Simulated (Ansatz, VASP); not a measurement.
**One calculation of GaP, two programs**

```
Ga P
1.0
     0.00000    2.52204    3.27865
     2.52204    0.00000    3.27865
     2.52204    2.52204    0.00000
Ga P
1 1
Cartesian
  0.0000 0.0000 0.0000
  3.7831 3.7831 4.9180
```

Alike in both runs: task single point; functional PBE; k mesh 10 × 10 × 10; occupations gaussian, width 0.05 eV; no spin polarisation.

|  | VASP | Ansatz |
| --- | --- | --- |
| version | VASP 6.6.1 | Ansatz 0.2.0 |
| potentials or method | VASP PAW PBE potentials, release 64 (Ga_d, P), cutoff 520 eV | scalar-relativistic, plane waves, PAW |
| valence electrons in the cell | 18 | 18 |

```tsv
	VASP	Ansatz	Ansatz less VASP
gap on the k mesh at the Fermi level (eV)	none	none	-
pressure (GPa)	-0.4	-0.4	-0.01
traceless stress, the component that is largest in VASP (GPa)	-16.98	-16.99	-0.010
```

A gap of «none» marks a metal or a gap that the smearing closes.
